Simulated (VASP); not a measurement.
Crystal: Na.

```
Na
1.0
     3.70832    0.00000    0.00000
    -1.23611    3.49624    0.00000
    -1.23611   -1.74812    3.02783
Na
1
Direct
  0.00000 0.00000 0.00000
```

- Program: VASP 6.6.1
- Task: relaxation of cell and atoms
- Functional: PBEsol
- Dispersion: D4
- Potentials or basis: VASP PAW PBE potentials, release 64 (Na_pv)
- Cutoff: 600 eV
- k mesh: 9 × 9 × 9
- Occupations: methfessel-paxton, width 0.1 eV
- Spin: no spin polarisation

At the start: pressure -0.6 GPa; volume 39.26 Å³/atom.

Question: How do energy, volume and symmetry change on relaxing?

Answer: Over 3 steps the energy falls by 6.5 meV/atom and the volume is 36.00 Å³/atom (-8.3 %); space group Im-3m (No. 229, to 0.05 Å).

The path:
| step | energy change (eV) | largest force (eV/Å) | pressure (GPa) | volume (Å³) |
| --- | --- | --- | --- | --- |
| 1 | 0.0000 | 0.0000 | -0.60 | 39.26 |
| 2 | -0.0027 | 0.0000 | -0.48 | 38.42 |
| 3 | -0.0065 | 0.0000 | -0.03 | 36.00 |

Final structure:
```cif
data_structure
_symmetry_space_group_name_H-M 'P 1'
_symmetry_Int_Tables_number 1
_cell_length_a 3.6028
_cell_length_b 3.6028
_cell_length_c 3.6028
_cell_angle_alpha 109.471
_cell_angle_beta 109.471
_cell_angle_gamma 109.471
_cell_volume 36.00
loop_
_atom_site_label
_atom_site_type_symbol
_atom_site_fract_x
_atom_site_fract_y
_atom_site_fract_z
_atom_site_occupancy
Na1 Na 0.00000 0.00000 0.00000 1
```

Caveat: the PAW data sets were made with another functional, which shifts forces and pressure a little; pairwise dispersion overbinds metals, which lowers pressure and volume.
